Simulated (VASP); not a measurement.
Input of a VASP 6.6.1 run:

INCAR

```
PREC = Accurate
ENCUT = 520
EDIFF = 1E-7
ISMEAR = 0
SIGMA = 0.1
LREAL = F
LASPH = T
NELM = 150
ALGO = Normal
ISIF = 2
LWAVE = F
LCHARG = F
ISPIN = 2
MAGMOM = 0 4 4 4
LORBIT = 11
LMAXMIX = 4
GGA = PS
NBANDS = 26
```

The input KPOINTS:

```
Automatic mesh
0
Gamma
  6 6 6
```

Contents of POSCAR:

```
AlFe3
1.0
    0.0000000000      2.8871421494      2.8871421494
    2.8871421494      0.0000000000      2.8871421494
    2.8871421494      2.8871421494      0.0000000000
Al Fe
1 3
Direct
    0.0000000000      0.0000000000      0.0000000000
    0.5000000000      0.5000000000      0.5000000000
    0.2500000000      0.2500000000      0.2500000000
    0.7500000000      0.7500000000      0.7500000000
```

Potentials or basis: VASP PAW PBE potentials, release 64 (Al, Fe).

The run is started by

```console
$ cat potpaw_PBE.64/Al/POTCAR potpaw_PBE.64/Fe/POTCAR > POTCAR
$ mpirun -np 1 vasp_std > vasp.out
```

Predict the pressure.

-9.4 GPa.

Estimate the net moment.

6.15 μB per cell.

Estimate the site moments.

Al -0.06; Fe +2.38, +1.96 (each value once) μB.

Caveat: the cell stands under tension; the PAW data sets were made with another functional, which shifts forces and pressure a little.
